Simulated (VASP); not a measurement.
## AgRu2S3: relaxation of cell and atoms with PBE

The system is AgRu2S3.

```xyz
6
Lattice="6.6575 0.0000 0.0000 -3.3288 5.7656 0.0000 0.0000 0.0000 2.8915" Properties=species:S:1:pos:R:3 pbc="T T T"
Ag    0.0000    0.0000    0.0000
Ru    0.0000    3.8437    0.0000
Ru    3.3288    1.9219    0.0000
S     3.3288    0.0000    1.4458
S     1.6644    2.8828    1.4458
S    -1.6644    2.8828    1.4458
```

The cell was generated, and may not be a known phase.

```yaml
Program: VASP 6.6.1
Task: relaxation of cell and atoms
Functional: PBE
Potentials_or_basis: VASP PAW PBE potentials, release 64 (Ag, Ru_pv, S)
Cutoff: 600 eV
k_mesh: 6 × 6 × 14
Occupations: gaussian, width 0.1 eV
Spin: no spin polarisation
Dipole_correction: no
Further_INCAR_settings: ALGO = Normal; EDIFF = 1e-06; IBRION = 2; EDIFFG = -0.01; NSW = 100; ISIF = 3
```

The relaxed volume is 18.55 Å³/atom. The relaxed cell is a = 6.671 Å, b = 6.671 Å, c = 2.888 Å, α = 90.00°, β = 90.00°, γ = 120.00°. The space group after relaxing (to 0.1 Å) is P6/mmm (No. 191) and the energy gained by relaxing is 0.1 meV/atom. The ionic steps are 4 and the pressure after relaxing is 0.0 GPa. The band gap on the k mesh is zero (an odd number of electrons rules out a gap without spin polarisation).

Step by step:
```
step  energy change (eV)  largest force (eV/Å)  pressure (GPa)  volume (Å³)
   1              0.0000                0.0000            0.20       110.99
   2             -0.0003                0.0000           -0.12       111.37
   3             -0.0003                0.0000           -0.07       111.32
   4             -0.0004                0.0000            0.00       111.30
```

Final structure:
```cif
data_structure
_symmetry_space_group_name_H-M 'P 1'
_symmetry_Int_Tables_number 1
_cell_length_a 6.6707
_cell_length_b 6.6707
_cell_length_c 2.8881
_cell_angle_alpha 90.000
_cell_angle_beta 90.000
_cell_angle_gamma 120.000
_cell_volume 111.30
loop_
_atom_site_label
_atom_site_type_symbol
_atom_site_fract_x
_atom_site_fract_y
_atom_site_fract_z
_atom_site_occupancy
Ag1 Ag 0.00000 0.00000 0.00000 1
Ru1 Ru 0.33333 0.66667 0.00000 1
Ru2 Ru 0.66667 0.33333 0.00000 1
S1 S 0.50000 0.00000 0.50000 1
S2 S 0.50000 0.50000 0.50000 1
S3 S 0.00000 0.50000 0.50000 1
```

Levels at points of the mesh, in eV from the Fermi level:
| k point | band 26 | band 27 | band 28 | band 29 | band 30 | band 31 | band 32 | band 33 |
| --- | --- | --- | --- | --- | --- | --- | --- | --- |
| (0.00, 0.00, 0.00) | -1.68 | -1.52 | -1.52 | -1.36 | -0.25 | 1.77 | 1.77 | 3.33 |
| (0.50, 0.00, 0.00) | -1.50 | -1.40 | -0.33 | 0.36 | 0.59 | 1.14 | 1.28 | 2.18 |
| (0.00, 0.00, 0.50) | -1.06 | -0.75 | -0.75 | 0.11 | 0.11 | 0.94 | 2.75 | 3.71 |
| (0.50, 0.00, 0.50) | -1.27 | -0.68 | 0.10 | 0.30 | 0.78 | 0.83 | 1.60 | 3.39 |

Run time: 5.2 min on 1 thread of Intel(R) Xeon(R) 6975P-C (Granite Rapids), with other jobs on the host, peak memory 0.42 GiB.

Caveat: an odd number of electrons without spin polarisation forces a metal; a magnetic or distorted state may lie lower.
